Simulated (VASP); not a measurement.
Write the native input for VASP 6.6.1 that does the following.

```
Task                   : single point
Functional             : PBE
Potentials or basis    : VASP PAW PBE potentials, release 64 (B)
Cutoff                 : 520 eV
k mesh                 : 16 × 9 × 7
Occupations            : fermi-dirac, width 0.05 eV
Spin                   : no spin polarisation
Dipole correction      : no
Further INCAR settings : ALGO = Normal; EDIFF = 1e-07; NBANDS = 10
```

The structure of B lies in POSCAR:

```
B
1.0
    1.6245600000      0.0000000000      0.0000000000
    0.0000000000      2.8661500000      0.0000000000
    0.0000000000      0.0000000000      3.9144000000
B
2
Direct
    0.0000000000      0.5000000000      0.6092600000
    0.5000000000      0.0000000000      0.3907400000
```

One way to write it, as run:

INCAR

```
SYSTEM = B
ALGO = Normal
EDIFF = 1E-7
ENCUT = 520
GGA = PE
ISIF = 2
ISMEAR = -1
LASPH = .TRUE.
LCHARG = .FALSE.
LREAL = .FALSE.
LWAVE = .FALSE.
NBANDS = 10
NELM = 60
PREC = Accurate
SIGMA = 0.05
```

KPOINTS

```
k-points
0
G
  16 9 7
  0 0 0
```

Potentials or basis: VASP PAW PBE potentials, release 64 (B).

Command:

```bash
$ cat potpaw_PBE.64/B/POTCAR > POTCAR
$ mpirun -np 1 vasp_std > vasp.out
```

Results of the run:

- Pressure: 0.1 GPa
- Largest force: 0.006 eV/Å
- Band gap on the k mesh: zero (band 3 reaches 11.01 eV, above the bottom of band 4 at 0.71 eV)

Caveat: this functional lacks dispersion, which binds the layers, so the pressure and a relaxed spacing across them are unreliable.

Run time: 24 s on 1 thread of AMD EPYC 7R43 64-Core Processor (Zen 3), on a shared host, peak memory 0.1 GiB.
